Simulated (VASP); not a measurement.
A run of VASP 6.6.1 is set up as follows.

INCAR

```
SYSTEM = Si
ALGO     = Normal         ! electronic algorithm
EDIFF    = 1E-6           ! SCF threshold, eV
ENCUT    = 520            ! plane-wave cutoff, eV
ISIF     = 2              ! what is computed and relaxed
ISMEAR   = 0              ! smearing method
LASPH    = .True.         ! aspherical terms in the spheres
LCHARG   = .False.        ! write CHGCAR
LREAL    = .False.        ! projectors in reciprocal space
LWAVE    = .False.        ! write WAVECAR
NBANDS   = 11             ! bands
NELM     = 80             ! most SCF steps
PREC     = Accurate       ! precision mode
SIGMA    = 0.01           ! smearing width, eV
```

The input KPOINTS:

```
k-points
0
Gamma
  8 8 8
  0 0 0
```

The input POSCAR:

```
Si
1.0
    0.0000000000      2.7769270000      2.7769270000
    2.7769270000      0.0000000000      2.7769270000
    2.7769270000      2.7769270000      0.0000000000
Si
2
Direct
    0.0000000000      0.0000000000      0.0000000000
    0.2500000000      0.2500000000      0.2500000000
```

Potentials or basis: VASP PAW LDA potentials, release 64 (Si).

Launch:

```sh
$ cat potpaw_LDA.64/Si/POTCAR > POTCAR
$ mpirun -np 1 vasp_std > vasp.out
```

Question: Predict the band gap on the k mesh.

Answer: 0.61 eV, indirect (least direct gap 2.32 eV).

Question: Estimate the pressure.

Answer: -6.7 GPa.

A k mesh can miss the band edges. A hybrid or GW would open this gap; LDA tends to underestimate it.
